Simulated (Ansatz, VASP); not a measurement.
Two plane-wave programs on Ti

Contents of INCAR:

```
ALGO = Fast
EDIFF = 1E-6
ENCUT = 520
GGA = PE
ISIF = 2
ISMEAR = 0
LASPH = T
LCHARG = F
LREAL = F
LWAVE = F
NBANDS = 19
NELM = 60
PREC = Accurate
SIGMA = 0.15
```

File KPOINTS:

```
k-points
0
Gamma
  18 18 10
```

POSCAR

```
Ti
1.0
    3.0384977962      0.0000000000      0.0000000000
   -1.5192488981      2.6314162809      0.0000000000
    0.0000000000      0.0000000000      4.8265800000
Ti
2
Direct
    0.3333333333      0.6666666667      0.2500000000
    0.6666666667      0.3333333333      0.7500000000
```

Input for Ansatz:

```yaml
crystal:
  lattice:
    - [3.0384977962, 0.0, 0.0]
    - [-1.5192488981, 2.6314162809, 0.0]
    - [0.0, 0.0, 4.82658]
  atoms:
    - { symbol: Ti, position: [0.3333333333, 0.6666666667, 0.25] }
    - { symbol: Ti, position: [0.6666666667, 0.3333333333, 0.75] }
basis:
  ecutwfc: 420
kpoints:
  mp_grid: { grid: [18, 18, 10] }
hamiltonian:
  xc: pbe
scf:
  occupations: { method: gaussian, width: 0.15 }
output:
  forces: true
  stress: true
  eigenvalues: true
```

Change from the starting cell: strain +0.030 along x and y, +0.030 along z, atoms carried along.

Alike in both runs: task single point; functional PBE; k mesh 18 × 18 × 10; occupations gaussian, width 0.15 eV; no spin polarisation.

|  | VASP | Ansatz |
| --- | --- | --- |
| version | VASP 6.6.1 | Ansatz 0.2.0 |
| potentials or method | VASP PAW PBE potentials, release 64 (Ti_sv), cutoff 520 eV | scalar-relativistic, plane waves, PAW |
| valence electrons in the cell | 24 | 24 |

Ansatz gave:

| Item | Value |
| --- | --- |
| gap on the k mesh at the Fermi level (eV) | none |
| pressure (GPa) | -9.6 |
| traceless stress, the component that is largest in VASP (GPa) | -0.34 |

**Question.** What did VASP give for the same quantities?

**Answer.** gap on the k mesh at the Fermi level (eV): none; pressure (GPa): -9.7; traceless stress, the component that is largest in VASP (GPa): -0.34.

A gap of «none» marks a metal or a gap that the smearing closes.
